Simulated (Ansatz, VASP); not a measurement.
Two plane-wave programs on BaS

Contents of INCAR:

```
PREC = Accurate
ENCUT = 520
EDIFF = 1E-7
ISMEAR = 0
SIGMA = 0.05
LREAL = F
LASPH = T
NELM = 60
ALGO = Normal
ISIF = 2
LWAVE = F
LCHARG = F
NBANDS = 15
```

Contents of KPOINTS:

```
regular mesh
0
Gamma
  10 10 10
```

The input POSCAR:

```
BaS
1.0
    0.0000000000      3.2142043034      3.2142043034
    3.2142043034      0.0000000000      3.2142043034
    3.2142043034      3.2142043034      0.0000000000
Ba S
1 1
Direct
    0.5000000000      0.5000000000      0.5000000000
    0.0000000000      0.0000000000      0.0000000000
```

Input for Ansatz:

```yaml
crystal:
  lattice:
    - [0.0, 3.2142043034, 3.2142043034]
    - [3.2142043034, 0.0, 3.2142043034]
    - [3.2142043034, 3.2142043034, 0.0]
  atoms:
    - { symbol: Ba, position: [0.5, 0.5, 0.5] }
    - { symbol: S, position: [0.0, 0.0, 0.0] }
basis:
  ecutwfc: 420
  ecutrho_ratio: 4
kpoints:
  mp_grid: { grid: [10, 10, 10] }
hamiltonian:
  xc: lda
scf:
  occupations: { method: gaussian, width: 0.05 }
output:
  forces: true
  stress: true
  write_density: true
  write_potential: true
  elf: true
  volumetric_format: npy
```

Alike in both runs: task single point; functional LDA; k mesh 10 × 10 × 10; occupations gaussian, width 0.05 eV; no spin polarisation.

|  | VASP | Ansatz |
| --- | --- | --- |
| version | VASP 6.6.1 | Ansatz 0.2.0 |
| potentials or method | VASP PAW LDA potentials, release 64 (Ba_sv, S), cutoff 520 eV | scalar-relativistic, plane waves, PAW |
| valence electrons in the cell | 16 | 16 |

Ansatz gave:

* gap on the k mesh at the Fermi level (eV): 2.04
* pressure (GPa): -3.2

Q: Estimate VASP's values.

A: gap on the k mesh at the Fermi level (eV): 1.94; pressure (GPa): -2.6.

LDA's correlation is that of Perdew and Zunger in VASP and of Perdew and Wang (1992) in Ansatz.

Spin-orbit coupling is off throughout.
